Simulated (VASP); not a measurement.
# Al in VASP: notebook

The runs below take Al through relaxation of the atoms, with r2SCAN.

Everything below comes from runs of VASP 6.6.1. Logs are shortened: lines on timing, memory, paths and dates and some standing lists are left out, and cuts for length are marked.

### 1 The cell of the first run

The cell holds a slab with vacuum, 12 atoms: a = 4.889 Å, b = 4.889 Å, c = 23.914 Å, α = 90.00°, β = 90.00°, γ = 120.00°.

### 2 Relaxation of the atoms, r2SCAN

Contents of POSCAR:

```
Al
1.0
    4.8891890322      0.0000000000      0.0000000000
   -2.4445945161      4.2341619057      0.0000000000
    0.0000000000      0.0000000000     23.9143574383
Al
12
Selective dynamics
Direct
    0.0000000000      0.3333333333      0.3554350152  F F F
    0.3333333333      0.0000000000      0.3554350152  F F F
    0.6666666667      0.6666666667      0.3554350152  F F F
    0.3333333333      0.3333333333      0.4518116717  F F F
    0.6666666667      0.0000000000      0.4518116717  F F F
    0.0000000000      0.6666666667      0.4518116717  F F F
    0.6666666667      0.3333333333      0.5481883283  T T T
    0.0000000000      0.0000000000      0.5481883283  T T T
    0.3333333333      0.6666666667      0.5481883283  T T T
    0.0000000000      0.3333333333      0.6445649848  T T T
    0.3333333333      0.0000000000      0.6445649848  T T T
    0.6666666667      0.6666666667      0.6445649848  T T T
```

Contents of INCAR.step1:

```
SYSTEM = Al
PREC     = Accurate       ! precision mode
ENCUT    = 520            ! plane-wave cutoff, eV
ISMEAR   = 0              ! smearing method
SIGMA    = 0.1            ! smearing width, eV
LREAL    = .FALSE.        ! projectors in reciprocal space
LASPH    = .TRUE.         ! aspherical terms in the spheres
NELM     = 60             ! most SCF steps
LDIPOL   = .TRUE.       
IDIPOL   = 3            
DIPOL    = 0.5 0.5 0.500
GGA      = PE             ! functional
ALGO     = Normal         ! electronic algorithm
EDIFF    = 1E-4           ! SCF threshold, eV
LWAVE    = .TRUE.         ! write WAVECAR
LCHARG   = .FALSE.        ! write CHGCAR
KPAR     = 4
```

Contents of INCAR.step2:

```
SYSTEM = Al
PREC     = Accurate       ! precision mode
ENCUT    = 520            ! plane-wave cutoff, eV
EDIFF    = 1E-6           ! SCF threshold, eV
ISMEAR   = 0              ! smearing method
SIGMA    = 0.1            ! smearing width, eV
LREAL    = .FALSE.        ! projectors in reciprocal space
LASPH    = .TRUE.         ! aspherical terms in the spheres
NELM     = 60             ! most SCF steps
ALGO     = Normal         ! electronic algorithm
ISIF     = 2              ! what is computed and relaxed
LWAVE    = .FALSE.        ! write WAVECAR
LCHARG   = .FALSE.        ! write CHGCAR
LDIPOL   = .TRUE.       
IDIPOL   = 3            
DIPOL    = 0.5 0.5 0.500
METAGGA  = R2SCAN         ! meta-GGA
LMIXTAU  = .TRUE.       
IBRION   = 2              ! ionic algorithm
NSW      = 90             ! ionic steps
EDIFFG   = -0.03          ! ionic threshold
ISTART   = 1            
KPAR     = 4
```

Contents of KPOINTS:

```
Automatic mesh
0
G
  6 6 1
  0 0 0
```

Potentials or basis: VASP PAW PBE potentials, release 64 (Al).

Started as:

```bash
> cat potpaw_PBE.64/Al/POTCAR > POTCAR
> cp INCAR.step1 INCAR
> mpirun -np 4 vasp_std > vasp.out
> cp INCAR.step2 INCAR
> mpirun -np 4 vasp_std > vasp.out
```

OUTCAR:

```text
SYSTEM = Al
   PREC = Accurate
   ENCUT = 520
   EDIFF = 1E-6
   ISMEAR = 0
   LREAL = .FALSE.
   LASPH = .TRUE.
   NELM = 60
   ISIF = 2
   METAGGA = R2SCAN
   IBRION = 2
   NSW = 90
   EDIFFG = -0.03
   ISTART = 1

 ion  position               nearest neighbor table
   1  0.000  0.333  0.355-   5 2.82   4 2.82   3 2.82   2 2.82   6 2.82   2 2.82   3 2.82   3 2.82
                             2 2.82
   2  0.333  0.000  0.355-   4 2.82   6 2.82   1 2.82   3 2.82   5 2.82   1 2.82   3 2.82   3 2.82
                             1 2.82
   3  0.667  0.667  0.355-   5 2.82   6 2.82   1 2.82   2 2.82   4 2.82   2 2.82   1 2.82   2 2.82
                             1 2.82
   4  0.333  0.333  0.452-   2 2.82   1 2.82   6 2.82   5 2.82   3 2.82   5 2.82   6 2.82   6 2.82
                             5 2.82   8 2.82   9 2.82   7 2.82
   5  0.667  0.000  0.452-   1 2.82   3 2.82   4 2.82   6 2.82   2 2.82   6 2.82   4 2.82   4 2.82
                             6 2.82   7 2.82   8 2.82   9 2.82
   6  0.000  0.667  0.452-   2 2.82   3 2.82   4 2.82   5 2.82   1 2.82   5 2.82   5 2.82   4 2.82
                             4 2.82   8 2.82   9 2.82   7 2.82
   7  0.667  0.333  0.548-  10 2.82  11 2.82   9 2.82   8 2.82   9 2.82  12 2.82   8 2.82   8 2.82
                             9 2.82   5 2.82   6 2.82   4 2.82
   8  0.000  0.000  0.548-  10 2.82  12 2.82  11 2.82   9 2.82   7 2.82   9 2.82   7 2.82   7 2.82
                             9 2.82   6 2.82   4 2.82   5 2.82
   9  0.333  0.667  0.548-  11 2.82  10 2.82   7 2.82   8 2.82   7 2.82  12 2.82   8 2.82   8 2.82
[... 14 lines left out ...]
 A1 = (   4.8891890322,   0.0000000000,   0.0000000000)
 A2 = (  -2.4445945161,   4.2341619057,   0.0000000000)
 A3 = (   0.0000000000,   0.0000000000,  23.9143574383)

Analysis of symmetry for initial positions (statically):
=====================================================================
 Subroutine PRICEL returns following result:

  LATTYP: Found a hexagonal cell.
 ALAT       =     2.8227746036
 C/A-ratio  =     8.4719330435
[... 12 lines left out ...]
 Subroutine GETGRP returns: Found 12 space group operations
 (whereof  6 operations were pure point group operations)
 out of a pool of 24 trial point group operations.

The static configuration has the point symmetry C_3v.
 The point group associated with its full space group is D_3d.

Analysis of symmetry for dynamics (positions and initial velocities):
=====================================================================
 Subroutine PRICEL returns following result:

  LATTYP: Found a hexagonal cell.
 ALAT       =     2.8227746036
 C/A-ratio  =     8.4719330435
[... 12 lines left out ...]
 Subroutine GETGRP returns: Found 12 space group operations
 (whereof  6 operations were pure point group operations)
 out of a pool of 24 trial point group operations.

The dynamic configuration has the point symmetry C_3v.
 The point group associated with its full space group is D_3d.

Analysis of constrained symmetry for selective dynamics:
=====================================================================
 Subroutine PRICEL returns following result:

  LATTYP: Found a hexagonal cell.
 ALAT       =     2.8227746036
 C/A-ratio  =     8.4719330435
[... 12 lines left out ...]
 Subroutine GETGRP returns: Found  6 space group operations
 (whereof  6 operations were pure point group operations)
 out of a pool of 24 trial point group operations.

The constrained configuration has the point symmetry C_3v.

 Subroutine INISYM returns: Found  6 space group operations
 (whereof  6 operations are pure point group operations),
 and found     3 'primitive' translations

----------------------------------------------------------------------------------------

                                     Primitive cell

[... 55 lines left out ...]
  0.166667  0.166667  0.000000      6.000000
  0.333333  0.166667  0.000000     12.000000
  0.333333  0.333333  0.000000      2.000000
   k-points           NKPTS =      7   k-points in BZ     NKDIM =      7   number of bands    NBANDS=     25
   number of dos      NEDOS =    301   number of ions     NIONS =     12
   total plane-waves  NPLWV = 233280
   dimension x,y,z NGX =    36 NGY =   36 NGZ =  180
   dimension x,y,z NGXF=    72 NGYF=   72 NGZF=  360
   ions per type =              12
   NGX,Y,Z   is equivalent  to a cutoff of  12.24, 12.24, 12.51 a.u.
   NGXF,Y,Z  is equivalent  to a cutoff of  24.48, 24.48, 25.03 a.u.
 SYSTEM =  Al
   PREC   = accura    normal or accurate (medium, high low for compatibility)
   ISTART =      1    job   : 0-new  1-cont  2-samecut
   ICHARG =      0    charge: 1-file 2-atom 10-const
   ISPIN  =      1    spin polarized calculation?
   LNONCOLLINEAR =      F non collinear calculations
   LSORBIT =      F    spin-orbit coupling
   LASPH  =      T    aspherical Exc in radial PAW
   ENCUT  =  520.0 eV  38.22 Ry    6.18 a.u.   9.09  9.09 44.46*2*pi/ulx,y,z
   NELM   =     60;   NELMIN=  2; NELMDL=  0     # of ELM steps
   EDIFF  = 0.1E-05   stopping-criterion for ELM
   LREAL  =      F    real-space projection
   EDIFFG = -.3E-01   stopping-criterion for IOM
   NSW    =     90    number of steps for IOM
   IBRION =      2    ionic relax: 0-MD 1-quasi-New 2-CG
   NFREE  =      1    steps in history (QN), initial steepest desc. (CG)
   ISIF   =      2    stress and relaxation
   ISYM   =      2    0-nonsym 1-usesym 2-fastsym
   POTIM  = 0.5000    time-step for ionic-motion
   TEBEG  =    0.0;   TEEND  =   0.0 temperature during run
   PSTRESS=    0.0 pullay stress
   NELECT =      36.0000    total number of electrons
   NUPDOWN=      -1.0000    fix difference up-down
   EMIN   =  10.00;   EMAX   =-10.00  energy-range for DOS
   EFERMI =   0.00;   METHOD = LEGACY
   ISMEAR =     0;   SIGMA  =   0.10  broadening in eV -4-tet -1-fermi 0-gaus
   EFERMI_NEDOS =   21; number of points for ismear=-14 and -15
   IALGO  =     38    algorithm
   IMIX   =      4    mixing-type and parameters
     AMIX     =   0.40;   BMIX     =  1.00
     AMIX_MAG =   1.60;   BMIX_MAG =  1.00
  volume/ion in A,a.u.               =      41.26       278.41
  Fermi-wavevector in a.u.,A,eV,Ry     =   0.683316  1.291279  6.352835  0.466920
  Thomas-Fermi vector in A             =   1.762644
   LORBIT       =      0    0 simple, 1 ext, 2 COOP (PROOUT), +10 PAW based schemes
   METAGGA = R2SCAN    functional components
   LHFCALC =     F    Hartree Fock is set to
   AEXX    =    0.0000 exact exchange contribution
   IVDW    =     0    specifies the selected vdW correction
   LEPSILON=     F    determine dielectric tensor
   LRPA    =     F    only Hartree local field effects (RPA)
 conjugate gradient relaxation of ions
 non-spin polarized calculation
 Gauss-broadening in eV      SIGMA  =   0.10
  energy-cutoff  :      520.00
  volume of cell :      495.07
 maximum number of plane-waves:     13371
   NGX = 19   NGY = 19   NGZ = 89

--------------------------------------- Ionic step        1  -------------------------------------------

 number of electron      36.0000001 magnetization

 Free energy of the ion-electron system (eV)
  ---------------------------------------------------
  ext. energy  EPLUGINS =         0.00000000
  ---------------------------------------------------
  free energy    TOTEN  =       -78.19749289 eV

  energy without entropy =      -78.16671658  energy(sigma->0) =      -78.18210474

------------------------ aborting loop because EDIFF is reached ----------------------------------------

  FORCE on cell =-STRESS in cart. coord.  units (eV):
  Direction    XX          YY          ZZ          XY          YZ          ZX
  --------------------------------------------------------------------------------------
  -------------------------------------------------------------------------------------
  Total       -2.8828827     -2.8828827     -1.6942492      0.0000000      0.0000000      0.0000000
  in kB       -9.3298475     -9.3298475     -5.4830835      0.0000000      0.0000000      0.0000000
  external PRESSURE =      -8.0475928 kB  Pullay stress =       0.0000000 kB
[... 265 lines left out ...]
 number of electron      36.0000001 magnetization

------------------------ aborting loop because EDIFF is reached ----------------------------------------

 vacuum level on the upper side and lower side of the slab       (xc-potential included)        -0.034        -0.026

  FORCE on cell =-STRESS in cart. coord.  units (eV):
  Direction    XX          YY          ZZ          XY          YZ          ZX
  --------------------------------------------------------------------------------------
  -------------------------------------------------------------------------------------
  Total       -2.1469361     -2.1469361      0.0464173      0.0000000      0.0000000      0.0000000
  in kB       -6.9481102     -6.9481102      0.1502198      0.0000000      0.0000000      0.0000000
  external PRESSURE =      -4.5820002 kB  Pullay stress =       0.0000000 kB
[... 27 lines left out ...]
  FREE ENERGIE OF THE ION-ELECTRON SYSTEM (eV)
  ---------------------------------------------------
  free  energy   TOTEN  =       -78.2300079217 eV

  energy  without entropy=      -78.1982038780  energy(sigma->0) =      -78.21410590

 dipolmoment           0.000000      0.000000     -0.001837 electrons x Angstroem

--------------------------------------- Ionic step        8  -------------------------------------------

 number of electron      36.0000001 magnetization

 dipolmoment           0.000000      0.000000      0.000257 electrons x Angstroem

 Free energy of the ion-electron system (eV)
  ---------------------------------------------------
  ext. energy  EPLUGINS =         0.00000000
  ---------------------------------------------------
  free energy    TOTEN  =       -78.23012254 eV

  energy without entropy =      -78.19832974  energy(sigma->0) =      -78.21422614

 E-fermi :   0.9272     XC(G=0):  -4.9653

 val. band max:        0.8753296104   @ k =   0.5000   0.0000   0.0000
 cond. band min:       0.9434049734   @ k =   0.1667   0.0000   0.0000
 fundamental gap:      0.0680753630
 Fermi energy:         0.9272006070

 k-point     1 :       0.0000    0.0000    0.0000
  band No.  band energies     occupation
      1     -11.0033      2.00000
      2      -9.8074      2.00000
      3      -8.0455      2.00000
      4      -5.4902      2.00000
      5      -3.0163      2.00000
      6      -2.6660      2.00000
[... 185 lines left out ...]
     24       3.0277      0.00000
     25       3.3158      0.00000

------------------------ aborting loop because EDIFF is reached ----------------------------------------

 vacuum level on the upper side and lower side of the slab       (xc-potential included)         0.075         0.068

  FORCE on cell =-STRESS in cart. coord.  units (eV):
  Direction    XX          YY          ZZ          XY          YZ          ZX
  --------------------------------------------------------------------------------------
  -------------------------------------------------------------------------------------
  Total       -2.1301951     -2.1301951      0.0537828      0.0000000      0.0000000      0.0000000
  in kB       -6.8939315     -6.8939315      0.1740567      0.0000000      0.0000000      0.0000000
  external PRESSURE =      -4.5379354 kB  Pullay stress =       0.0000000 kB
[... 27 lines left out ...]
  FREE ENERGIE OF THE ION-ELECTRON SYSTEM (eV)
  ---------------------------------------------------
  free  energy   TOTEN  =       -78.2301225414 eV

  energy  without entropy=      -78.1983297436  energy(sigma->0) =      -78.21422614

 reached required accuracy - stopping structural energy minimisation

 vacuum level on the upper side and lower side of the slab         4.847         4.854
```

It took 20 min on 4 MPI ranks of AMD EPYC 7R43 (Zen 3), shared host; peak memory 0.64 GiB.

Results:

```
Free energy               : -78.2301 eV
Energy gained by relaxing : 2.7 meV/atom
Ionic steps               : 8
Band gap on the k mesh    : zero (bands 18 and 19 overlap by 1.15 eV)
```

Step by step:
| step | energy change (eV) | largest force on free atoms (eV/Å) | pressure (GPa) |
| --- | --- | --- | --- |
| 1 | 0.0000 | 0.2864 | -0.80 |
| 2 | -0.0101 | 0.2001 | -0.80 |
| 3 | -0.0192 | 0.1153 | -0.80 |
| 4 | -0.0218 | 0.1053 | -0.76 |
| 5 | -0.0280 | 0.0737 | -0.65 |
| 6 | -0.0325 | 0.0321 | -0.44 |
| 7 | -0.0325 | 0.0305 | -0.46 |
| 8 | -0.0326 | 0.0189 | -0.45 |

Final structure:
```
Al
1.0
     4.88919    0.00000    0.00000
    -2.44459    4.23416    0.00000
     0.00000    0.00000   23.91436
Al
12
Direct
  0.00000 0.33333 0.35544
  0.33333 0.00000 0.35544
  0.66667 0.66667 0.35544
  0.33333 0.33333 0.45181
  0.66667 0.00000 0.45181
  0.00000 0.66667 0.45181
  0.66667 0.33333 0.54513
  0.00000 0.00000 0.54513
  0.33333 0.66667 0.54513
  0.00000 0.33333 0.64148
  0.33333 0.00000 0.64148
  0.66667 0.66667 0.64148
```

Caveat: the PAW data sets were made with another functional, which shifts forces and pressure a little.

[end of part 1 of 2]

The gap in the log of VASP goes by the Fermi energy; the results here count the filled bands.